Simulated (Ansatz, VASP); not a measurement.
## GeSe in VASP and in Ansatz

INCAR

```
PREC = Accurate ; ENCUT = 500
EDIFF = 1E-7 ; ISMEAR = 0
SIGMA = 0.02 ; LREAL = F
LASPH = T ; NELM = 120
ALGO = Normal ; ISIF = 3
LWAVE = F ; LCHARG = F
GGA = PS ; IBRION = 2
NSW = 100 ; EDIFFG = -0.005
GGA_COMPAT = F ; NELMIN = 4
LUSENCCL = F
```

Contents of KPOINTS:

```
Automatic mesh
0
Gamma
  4 10 8
```

The input POSCAR:

```
GeSe
1.0
   10.7139954035      0.0000000000      0.0000000000
    0.0000000000      3.8538291583      0.0000000000
    0.0000000000      0.0000000000      4.2617072995
Ge Se
4 4
Direct
    0.3807503644      0.7500000000      0.6063022375
    0.1192496356      0.2500000000      0.1063022375
    0.8807503644      0.7500000000      0.8936977625
    0.6192496356      0.2500000000      0.3936977625
    0.1442268893      0.7500000000      0.5061158868
    0.3557731107      0.2500000000      1.0061158868
    0.6442268893      0.7500000000     -0.0061158868
    0.8557731107      0.2500000000      0.4938841132
```

Input for Ansatz:

```yaml
crystal:
  lattice:
    - [10.7139954035, 0.0, 0.0]
    - [0.0, 3.8538291583, 0.0]
    - [0.0, 0.0, 4.2617072995]
  atoms:
    - { symbol: Ge, position: [0.3807503644, 0.75, 0.6063022375] }
    - { symbol: Ge, position: [0.1192496356, 0.25, 0.1063022375] }
    - { symbol: Ge, position: [0.8807503644, 0.75, 0.8936977625] }
    - { symbol: Ge, position: [0.6192496356, 0.25, 0.3936977625] }
    - { symbol: Se, position: [0.1442268893, 0.75, 0.5061158868] }
    - { symbol: Se, position: [0.3557731107, 0.25, 1.0061158868] }
    - { symbol: Se, position: [0.6442268893, 0.75, -0.0061158868] }
    - { symbol: Se, position: [0.8557731107, 0.25, 0.4938841132] }
basis:
  ecutwfc: 420
kpoints:
  mp_grid: { grid: [4, 10, 8] }
hamiltonian:
  xc: pbesol
scf:
  occupations: { method: gaussian, width: 0.02 }
output:
  forces: true
  stress: true
  eigenvalues: true
relax:
  adjacent_minimum: "off"
  f_tol: 0.005
  max_steps: 80
  cell: { stress_tol: 0.05 }
```

Alike in both runs: task relaxation of cell and atoms; functional PBEsol; k mesh 4 × 10 × 8; occupations gaussian, width 0.02 eV; no spin polarisation.

|  | VASP | Ansatz |
| --- | --- | --- |
| version | VASP 6.6.1 | Ansatz 0.2.0 |
| potentials or method | VASP PAW PBE potentials, release 64 (Ge_d, Se), cutoff 500 eV | scalar-relativistic, plane waves, PAW |
| valence electrons in the cell | 80 | 120 |

```tsv
	VASP	Ansatz	Ansatz less VASP
gap on the k mesh at the Fermi level, each at its own relaxed structure (eV)	0.39	0.41	+0.023
relaxed volume (Å³/atom)	22.03	22.02	-0.003
relaxed cell length with the largest relative difference (Å)	4.264	4.267	+0.0032
```

VASP's potentials were made for PBE, not for PBEsol. VASP's potentials hold 80 valence electrons a cell and Ansatz's 120, so a difference there can come from the potentials and not from the codes.
